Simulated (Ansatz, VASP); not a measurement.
**KCdI3 in VASP and in Ansatz**

```
K Cd I
1.0
     5.96667    0.00000    0.00000
     0.00000    5.96667    0.00000
     0.00000    0.00000    5.96667
K Cd I
1 1 3
Cartesian
  0.0000 0.0000 0.0000
  2.9833 2.9833 2.9833
  2.9833 2.9833 0.0000
  2.9833 0.0000 2.9833
  0.0000 2.9833 2.9833
```

Change from the starting cell: hydrostatic strain +0.5%.

Alike in both runs: task single point; functional r2SCAN; k mesh 4 × 4 × 4; occupations fermi-dirac, width 0.02 eV; no spin polarisation.

```csv
,VASP,Ansatz
version,VASP 6.6.1,Ansatz 0.2.0
potentials or method,"VASP PAW PBE potentials, release 64 (K_sv, Cd, I)","plane waves, PAW"
plane-wave cutoff (eV),520,500
valence electrons in the cell,42,80
```

Ansatz gave:

```
pressure (GPa) : -0.3
```

Problem. Which values does VASP return?

Solution. Pressure (GPa): -0.2.

VASP's potentials were made for PBE, not for r2SCAN. With one functional, cell and mesh, what is left measures potentials, basis and numerics. VASP's potentials hold 42 valence electrons a cell and Ansatz's 80, so a difference there can come from the potentials and not from the codes.

Neither program's run includes spin-orbit coupling.
